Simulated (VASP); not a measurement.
# Sb2W (P-3m1) in VASP: further runs

Aim: see how the results for Sb2W move with the level of theory and the settings. Levels: PBE, PBEsol, LDA. Tasks: single point.

All numbers are computed with VASP 6.6.1; they aren't measurements. Logs are shortened: lines on timing, memory, paths and dates and some standing lists are left out, and cuts for length are marked.

### 1 The cell of the first run

It takes space group P-3m1 (No. 164, trigonal). The conventional cell has a = 3.465 Å, b = 3.465 Å, c = 6.717 Å, α = 90.00°, β = 90.00°, γ = 120.00°. Within 3.6 Å of W (site symmetry -3m) lie 6 Sb at 2.77 Å and 6 W at 3.46 Å. Within 3.6 Å of Sb (site symmetry 3m) lie 3 W at 2.77 Å and 9 Sb at 3.46 to 3.52 Å.

### 2 Single point, PBE

INCAR

```
SYSTEM = Sb2W
ALGO = Normal
EDIFF = 1E-6
ENCUT = 520
GGA = PE
ISIF = 2
ISMEAR = 0
LASPH = .TRUE.
LCHARG = .TRUE.
LELF = .TRUE.
LREAL = .FALSE.
LVHAR = .TRUE.
LWAVE = .FALSE.
NBANDS = 19
NELM = 100
PREC = Accurate
SIGMA = 0.05
```

KPOINTS

```
k-points
0
G
  12 12 6
  0 0 0
```

POSCAR

```
Sb2W
1.0
    3.4649380352      0.0000000000      0.0000000000
   -1.7324690176      3.0007243611      0.0000000000
    0.0000000000      0.0000000000      6.7174239015
W Sb
1 2
Direct
    0.0000000000      0.0000000000      0.0000000000
    0.3333333333      0.6666666667      0.2847523219
    0.6666666667      0.3333333333      0.7152476781
```

Potentials or basis: VASP PAW PBE potentials, release 64 (W_sv, Sb).

Started as:

```sh
> cat potpaw_PBE.64/W_sv/POTCAR potpaw_PBE.64/Sb/POTCAR > POTCAR
> mpirun -np 1 vasp_std > vasp.out
```

OUTCAR:

```text
SYSTEM = Sb2W
   EDIFF = 1E-6
   ENCUT = 520
   GGA = PE
   ISIF = 2
   ISMEAR = 0
   LASPH = .TRUE.
   LREAL = .FALSE.
   NELM = 100
   PREC = Accurate

 ion  position               nearest neighbor table
   1  0.000  0.000  0.000-   2 2.77   3 2.77   3 2.77   2 2.77   3 2.77   2 2.77
   2  0.333  0.667  0.285-   1 2.77   1 2.77   1 2.77   3 3.52   3 3.52   3 3.52
   3  0.667  0.333  0.715-   1 2.77   1 2.77   1 2.77   2 3.52   2 3.52   2 3.52

  LATTYP: Found a hexagonal cell.
 ALAT       =     3.4649380352
 C/A-ratio  =     1.9386851462

  Lattice vectors:

 A1 = (   3.4649380352,   0.0000000000,   0.0000000000)
 A2 = (  -1.7324690176,   3.0007243611,   0.0000000000)
 A3 = (   0.0000000000,   0.0000000000,   6.7174239015)

Analysis of symmetry for initial positions (statically):
=====================================================================
 Subroutine PRICEL returns:
 Original cell was already a primitive cell.

 Routine SETGRP: Setting up the symmetry group for a
 hexagonal supercell.

 Subroutine GETGRP returns: Found 12 space group operations
 (whereof 12 operations were pure point group operations)
 out of a pool of 24 trial point group operations.

The static configuration has the point symmetry D_3d.

Analysis of symmetry for dynamics (positions and initial velocities):
=====================================================================
 Subroutine PRICEL returns:
 Original cell was already a primitive cell.

 Routine SETGRP: Setting up the symmetry group for a
 hexagonal supercell.

 Subroutine GETGRP returns: Found 12 space group operations
 (whereof 12 operations were pure point group operations)
 out of a pool of 24 trial point group operations.

The dynamic configuration has the point symmetry D_3d.

 Subroutine INISYM returns: Found 12 space group operations
 (whereof 12 operations are pure point group operations),
 and found     1 'primitive' translations

----------------------------------------------------------------------------------------

                                     Primitive cell

  volume of cell :      69.8432

  direct lattice vectors                    reciprocal lattice vectors
     3.464938035  0.000000000  0.000000000     0.288605450  0.166626434  0.000000000
    -1.732469018  3.000724361  0.000000000     0.000000000  0.333252868  0.000000000
     0.000000000  0.000000000  6.717423902     0.000000000  0.000000000  0.148866592

  length of vectors
     3.464938035  3.464938035  6.717423902     0.333252868  0.333252868  0.148866592

  position of ions in fractional coordinates (direct lattice)
     0.000000000  0.000000000  0.000000000
     0.333333333  0.666666667  0.284752322
     0.666666667  0.333333333  0.715247678

  ion indices of the primitive-cell ions
   primitive index   ion index
                 1           1
                 2           2
                 3           3

----------------------------------------------------------------------------------------

 KPOINTS: k-points

Automatic generation of k-mesh.
 Grid dimensions read from file:
 generate k-points for:   12   12    6

 Generating k-lattice:

  Cartesian coordinates                     Fractional coordinates (reciprocal lattice)
     0.024050454  0.013885536  0.000000000     0.083333333 -0.000000000  0.000000000
     0.000000000  0.027771072  0.000000000     0.000000000  0.083333333  0.000000000
     0.000000000  0.000000000  0.024811099     0.000000000  0.000000000  0.166666667

  Length of vectors
     0.027771072  0.027771072  0.024811099

  Shift w.r.t. Gamma in fractional coordinates (k-lattice)
     0.000000000  0.000000000  0.000000000

 Subroutine IBZKPT returns following result:
 ===========================================

 Found    100 irreducible k-points:

 Following reciprocal coordinates:
            Coordinates               Weight
  0.000000  0.000000  0.000000      1.000000
  0.083333 -0.000000  0.000000      6.000000
  0.166667  0.000000  0.000000      6.000000
  0.250000 -0.000000  0.000000      6.000000
  0.333333  0.000000  0.000000      6.000000
  0.416667 -0.000000  0.000000      6.000000
[... 16 lines left out ...]
  0.166667  0.000000  0.166667      6.000000
  0.000000  0.166667  0.166667      6.000000
 [... further k-points ...]
   k-points           NKPTS =    100   k-points in BZ     NKDIM =    100   number of bands    NBANDS=     19
   number of dos      NEDOS =    301   number of ions     NIONS =      3
   total plane-waves  NPLWV =  39200
   dimension x,y,z NGX =    28 NGY =   28 NGZ =   50
   dimension x,y,z NGXF=    56 NGYF=   56 NGZF=  100
   ions per type =               1   2
   NGX,Y,Z   is equivalent  to a cutoff of  13.43, 13.43, 12.37 a.u.
   NGXF,Y,Z  is equivalent  to a cutoff of  26.87, 26.87, 24.75 a.u.
 SYSTEM =  Sb2W
   PREC   = accura    normal or accurate (medium, high low for compatibility)
   ISTART =      0    job   : 0-new  1-cont  2-samecut
[... 42 lines left out ...]
 maximum number of plane-waves:      1932
 NGX is ok and might be reduce to    28
   NGX = 13   NGY = 13   NGZ = 25

 number of electron      24.0000001 magnetization

 Free energy of the ion-electron system (eV)
  ---------------------------------------------------
  ext. energy  EPLUGINS =         0.00000000
  ---------------------------------------------------
  free energy    TOTEN  =       -20.10405474 eV

  energy without entropy =      -20.10235467  energy(sigma->0) =      -20.10320471

 E-fermi :   8.8677     XC(G=0): -10.9461

 val. band max:        8.8490056349   @ k =  -0.0833   0.3333   0.1667
 cond. band min:       8.8938926429   @ k =   0.2500   0.0833   0.0000
 fundamental gap:      0.0448870080
 Fermi energy:         8.8676789296

 k-point     1 :       0.0000    0.0000    0.0000
  band No.  band energies     occupation
      1     -65.1459      2.00000
      2     -29.3445      2.00000
      3     -29.3445      2.00000
      4     -29.3085      2.00000
      5      -3.4378      2.00000
      6      -1.1748      2.00000
[... 11 lines left out ...]
     18      15.8485      0.00000
     19      15.8970      0.00000

 k-point     2 :       0.0833   -0.0000    0.0000
  band No.  band energies     occupation
      1     -65.1457      2.00000
      2     -29.3529      2.00000
      3     -29.3465      2.00000
      4     -29.3069      2.00000
      5      -3.3158      2.00000
      6      -1.1026      2.00000
[... 11 lines left out ...]
     18      15.9652      0.00000
     19      16.5468      0.00000

 k-point     3 :       0.1667    0.0000    0.0000
  band No.  band energies     occupation
      1     -65.1448      2.00000
      2     -29.3758      2.00000
      3     -29.3520      2.00000
      4     -29.3025      2.00000
      5      -2.9549      2.00000
      6      -0.8923      2.00000
[... 11 lines left out ...]
     18      15.5535      0.00000
     19      16.7572      0.00000

 k-point     4 :       0.2500   -0.0000    0.0000
  band No.  band energies     occupation
      1     -65.1437      2.00000
      2     -29.4069      2.00000
      3     -29.3596      2.00000
      4     -29.2965      2.00000
      5      -2.3717      2.00000
      6      -0.5680      2.00000
[... 11 lines left out ...]
     18      14.8262      0.00000
     19      15.9148      0.00000

 k-point     5 :       0.3333    0.0000    0.0000
  band No.  band energies     occupation
      1     -65.1425      2.00000
      2     -29.4378      2.00000
      3     -29.3671      2.00000
      4     -29.2905      2.00000
      5      -1.6029      2.00000
      6      -0.1911      2.00000
[... 11 lines left out ...]
     18      14.9657      0.00000
     19      15.3123      0.00000
[... 334 lines left out ...]
      2     -29.3529      2.00000
      3     -29.3465      2.00000
      4     -29.3069      2.00000
      5      -3.2205      2.00000
      6      -1.3728      2.00000
[... 11 lines left out ...]
     18      16.1990      0.00000
     19      16.8827      0.00000

 k-point    22 :       0.0000    0.0833    0.1667
  band No.  band energies     occupation
      1     -65.1457      2.00000
      2     -29.3529      2.00000
      3     -29.3465      2.00000
      4     -29.3069      2.00000
      5      -3.2214      2.00000
      6      -1.3698      2.00000
[... 11 lines left out ...]
     18      16.1837      0.00000
     19      16.5309      0.00000

 k-point    23 :       0.1667    0.0000    0.1667
  band No.  band energies     occupation
      1     -65.1448      2.00000
      2     -29.3758      2.00000
      3     -29.3520      2.00000
      4     -29.3025      2.00000
      5      -2.8595      2.00000
      6      -1.1428      2.00000
[... 11 lines left out ...]
     18      16.1457      0.00000
     19      16.8384      0.00000

 k-point    24 :       0.0000    0.1667    0.1667
  band No.  band energies     occupation
      1     -65.1448      2.00000
      2     -29.3758      2.00000
      3     -29.3520      2.00000
      4     -29.3025      2.00000
      5      -2.8678      2.00000
      6      -1.1177      2.00000
[... 11 lines left out ...]
     18      15.2234      0.00000
     19      16.2896      0.00000

 [... further k-points ...]
[... 5 lines left out ...]
  --------------------------------------------------------------------------------------
  -------------------------------------------------------------------------------------
  Total       -0.0024036     -0.0024036     -0.0479598      0.0000000     -0.0000000      0.0000000
  in kB       -0.0551374     -0.0551374     -1.1001805      0.0000000     -0.0000000      0.0000000
  external PRESSURE =      -0.4034851 kB  Pullay stress =       0.0000000 kB

 VOLUME and BASIS-vectors are now :
 -----------------------------------------------------------------------------
  energy-cutoff  :      520.00
  volume of cell :       69.84
      direct lattice vectors                 reciprocal lattice vectors
     3.464938035  0.000000000  0.000000000     0.288605450  0.166626434  0.000000000
    -1.732469018  3.000724361  0.000000000     0.000000000  0.333252868  0.000000000
     0.000000000  0.000000000  6.717423902     0.000000000  0.000000000  0.148866592

 POSITION                                       TOTAL-FORCE (eV/Angst)
 -----------------------------------------------------------------------------------
      0.00000      0.00000      0.00000         0.000000      0.000000      0.000000
     -0.00000      2.00048      1.91280         0.000000      0.000000      0.009616
      1.73247      1.00024      4.80462        -0.000000     -0.000000     -0.009616
 -----------------------------------------------------------------------------------
    total drift:                               -0.000000      0.000000      0.000000

  FREE ENERGIE OF THE ION-ELECTRON SYSTEM (eV)
  ---------------------------------------------------
  free  energy   TOTEN  =       -20.1040547449 eV

  energy  without entropy=      -20.1023546712  energy(sigma->0) =      -20.10320471
```

Run time: 2.6 min. Hardware: 1 thread of Intel Xeon 6975P-C, shared host; peak memory 0.28 GiB.

Results:

```
Free energy            : -20.1041 eV
Pressure               : 0.0 GPa
Largest force          : 0.010 eV/Å
Band gap on the k mesh : zero (band 12 reaches 8.95 eV, above the bottom of band 13 at 8.64 eV)
```

Forces in eV/Å, atoms in the order of the input:
```
W    0.000  0.000  0.000
Sb   0.000  0.000  0.010
Sb   0.000  0.000 -0.010
```

Levels at points of the mesh, in eV from the Fermi level:
```
           k point  band 10  band 11  band 12  band 13  band 14  band 15
(0.00, 0.00, 0.00)    -1.29     0.04     0.04     1.32     3.97     3.97
(0.50, 0.00, 0.00)    -2.26    -1.64    -0.66     0.56     1.72     1.76
(0.00, 0.00, 0.50)    -1.49     0.03     0.03     0.75     3.42     3.42
(0.50, 0.00, 0.50)    -1.86    -1.80     0.09     1.50     1.76     2.39
```

Caveat: spin-orbit coupling is left out, which moves the levels of the heavy elements.

### 3 Single point, PBEsol

INCAR

```
SYSTEM = Sb2W
PREC = Accurate
ENCUT = 520
EDIFF = 1E-6
ISMEAR = 0
SIGMA = 0.05
LREAL = .False.
LASPH = .True.
NELM = 80
ALGO = Normal
ISIF = 2
LWAVE = .False.
LCHARG = .True.
GGA = PS
LELF = .True.
LVHAR = .True.
NBANDS = 19
```

KPOINTS

```
regular mesh
0
Gamma
  12 12 6
  0 0 0
```

POSCAR is that of step 2.

Potentials or basis: VASP PAW PBE potentials, release 64 (W_sv, Sb).

Started as:

```sh
> cat potpaw_PBE.64/W_sv/POTCAR potpaw_PBE.64/Sb/POTCAR > POTCAR
> mpirun -np 1 vasp_std > vasp.out
```

Wall time 2.4 min (1 thread of Intel Xeon 6975P-C, shared host); peak memory 0.28 GiB.

Results (log left out):

```yaml
Free_energy: -21.8580 eV
Pressure: -4.2 GPa
Largest_force: 0.190 eV/Å
Band_gap_on_the_k_mesh: zero (band 12 reaches 8.81 eV, above the bottom of band 13 at 8.47 eV)
```

Forces on the atoms (eV/Å):
```
W    0.000  0.000  0.000
Sb   0.000  0.000 -0.190
Sb   0.000  0.000  0.190
```

Stress tensor (GPa, compression positive):
```
-4.01  0.00  0.00
 0.00 -4.01  0.00
 0.00  0.00 -4.58
```

Levels at points of the mesh, in eV from the Fermi level:
```csv
k point,band 10,band 11,band 12,band 13,band 14,band 15
"(0.00, 0.00, 0.00)",-1.30,0.04,0.04,1.32,3.97,3.97
"(0.50, 0.00, 0.00)",-2.26,-1.63,-0.66,0.56,1.71,1.76
"(0.00, 0.00, 0.50)",-1.49,0.03,0.03,0.74,3.42,3.42
"(0.50, 0.00, 0.50)",-1.86,-1.81,0.10,1.50,1.76,2.37
```

Caveat: the PAW data sets were made with another functional, which shifts forces and pressure a little; spin-orbit coupling is left out, which moves the levels of the heavy elements.

### 4 Single point, LDA

INCAR

```
SYSTEM = Sb2W
ALGO     = Normal         ! electronic algorithm
EDIFF    = 1E-7           ! SCF threshold, eV
ENCUT    = 520            ! plane-wave cutoff, eV
GGA      = CA             ! functional
ISIF     = 2              ! what is computed and relaxed
ISMEAR   = 0              ! smearing method
LASPH    = .True.         ! aspherical terms in the spheres
LCHARG   = .True.         ! write CHGCAR
LELF     = .True.         ! ELF
LREAL    = .False.        ! projectors in reciprocal space
LVHAR    = .True.       
LWAVE    = .False.        ! write WAVECAR
NBANDS   = 19             ! bands
NELM     = 100            ! most SCF steps
PREC     = Accurate       ! precision mode
SIGMA    = 0.05           ! smearing width, eV
```

KPOINTS

```
k-points
0
Gamma
  12 12 6
  0 0 0
```

POSCAR is that of step 3.

Potentials or basis: VASP PAW LDA potentials, release 64 (W_sv, Sb).

Started as:

```sh
> cat potpaw_LDA.64/W_sv/POTCAR potpaw_LDA.64/Sb/POTCAR > POTCAR
> mpirun -np 1 vasp_std > vasp.out
```

Run time: 2.3 min. Hardware: 1 thread of Intel Xeon 6975P-C, shared host; peak memory 0.26 GiB.

Results (log left out):

| Item | Value |
| --- | --- |
| Free energy | -22.6760 eV |
| Pressure | -6.2 GPa |
| Largest force | 0.387 eV/Å |
| Band gap on the k mesh | zero (band 12 reaches 8.85 eV, above the bottom of band 13 at 8.49 eV) |

Forces in eV/Å, atoms in the order of the input:
```
W    0.000  0.000  0.000
Sb   0.000  0.000 -0.387
Sb   0.000  0.000  0.387
```

Stress tensor (GPa, compression positive):
```
-5.71  0.00  0.00
 0.00 -5.71  0.00
 0.00  0.00 -7.08
```

Levels at points of the mesh, in eV from the Fermi level:
| k point | band 8 | band 9 | band 10 | band 11 | band 12 | band 13 | band 14 | band 15 | band 16 | band 17 |
| --- | --- | --- | --- | --- | --- | --- | --- | --- | --- | --- |
| (0.00, 0.00, 0.00) | -1.52 | -1.52 | -1.29 | 0.04 | 0.04 | 1.33 | 3.93 | 3.93 | 5.15 | 5.15 |
| (0.50, 0.00, 0.00) | -3.88 | -3.15 | -2.19 | -1.63 | -0.65 | 0.57 | 1.72 | 1.73 | 2.78 | 5.40 |
| (0.00, 0.00, 0.50) | -3.22 | -1.49 | -1.49 | 0.03 | 0.03 | 0.73 | 3.38 | 3.38 | 6.05 | 6.05 |
| (0.50, 0.00, 0.50) | -4.86 | -3.13 | -1.85 | -1.78 | 0.13 | 1.51 | 1.73 | 2.34 | 3.65 | 3.72 |

Caveat: spin-orbit coupling is left out, which moves the levels of the heavy elements.

### 5 Single point, PBE (volume scaled by 1.020)

INCAR

```
SYSTEM = Sb2W
ALGO = Normal
EDIFF = 1E-6
ENCUT = 520
GGA = PE
ISIF = 2
ISMEAR = 0
LASPH = .TRUE.
LCHARG = .FALSE.
LREAL = .FALSE.
LWAVE = .FALSE.
NBANDS = 19
NELM = 80
PREC = Accurate
SIGMA = 0.05
```

KPOINTS

```
k-points
0
G
  12 12 6
  0 0 0
```

POSCAR

```
Sb2W
1.0
    3.4767051749      0.0000000000      0.0000000000
   -1.7383525874      3.0109150029      0.0000000000
    0.0000000000      0.0000000000      6.8054703110
W Sb
1 2
Direct
    0.0000000000      0.0000000000      0.0000000000
    0.3333333333      0.6666666667      0.2814578926
    0.6666666667      0.3333333333      0.7185421074
```

Potentials or basis: VASP PAW PBE potentials, release 64 (W_sv, Sb).

Started as:

```sh
> cat potpaw_PBE.64/W_sv/POTCAR potpaw_PBE.64/Sb/POTCAR > POTCAR
> mpirun -np 1 vasp_std > vasp.out
```

Run time: 1.9 min. Hardware: 1 thread of Intel Xeon 6975P-C, shared host; peak memory 0.29 GiB.

The run converged. Its results:

```yaml
Free_energy: -20.0987 eV
Pressure: -1.1 GPa
Band_gap_on_the_k_mesh: zero (band 12 reaches 8.63 eV, above the bottom of band 13 at 8.39 eV)
```

Forces in eV/Å, atoms in the order of the input:
```
W    0.000  0.000  0.000
Sb   0.000  0.000  0.003
Sb   0.000  0.000 -0.003
```

Stress tensor (GPa, compression positive):
```
-1.13  0.00  0.00
 0.00 -1.13  0.00
 0.00  0.00 -1.05
```

Levels at points of the mesh, in eV from the Fermi level:
```tsv
k point	band 9	band 10	band 11	band 12	band 13	band 14	band 15	band 16
(0.00, 0.00, 0.00)	-1.51	-1.26	0.04	0.04	1.11	3.92	3.92	5.24
(0.50, 0.00, 0.00)	-3.12	-2.19	-1.63	-0.66	0.63	1.71	1.73	2.76
(0.00, 0.00, 0.50)	-1.48	-1.48	0.03	0.03	0.65	3.44	3.44	6.04
(0.50, 0.00, 0.50)	-3.10	-1.82	-1.74	0.00	1.45	1.73	2.34	3.58
```

Caveat: spin-orbit coupling is left out, which moves the levels of the heavy elements.

### 6 Summary

| level | potentials or basis | cell | gap on the mesh (eV) | pressure (GPa) | largest force (eV/Å) |
| --- | --- | --- | --- | --- | --- |
| PBE | VASP PAW PBE potentials, release 64 (W_sv, Sb) | a = 3.465, b = 3.465, c = 6.717 Å, angles 90.0, 90.0, 120.0°, 3 atoms | none | 0.0 | 0.01 |
| PBEsol | VASP PAW PBE potentials, release 64 (W_sv, Sb) | a = 3.465, b = 3.465, c = 6.717 Å, angles 90.0, 90.0, 120.0°, 3 atoms | none | -4.2 | 0.19 |
| LDA | VASP PAW LDA potentials, release 64 (W_sv, Sb) | a = 3.465, b = 3.465, c = 6.717 Å, angles 90.0, 90.0, 120.0°, 3 atoms | none | -6.2 | 0.39 |
| PBE | VASP PAW PBE potentials, release 64 (W_sv, Sb) | a = 3.477, b = 3.477, c = 6.805 Å, angles 90.0, 90.0, 120.0°, 3 atoms | none | -1.1 | - |

Alike in all rows: task single point; no spin polarisation; k mesh 12 × 12 × 6; cutoff (eV) 520; smearing gaussian 0.05 eV.

Caveats: spin-orbit coupling is left out, which moves the levels of the heavy elements; the PAW data sets were made with another functional, which shifts forces and pressure a little (some runs).

Total energies depend on the potentials used, so only differences within one code and one set of settings carry meaning.
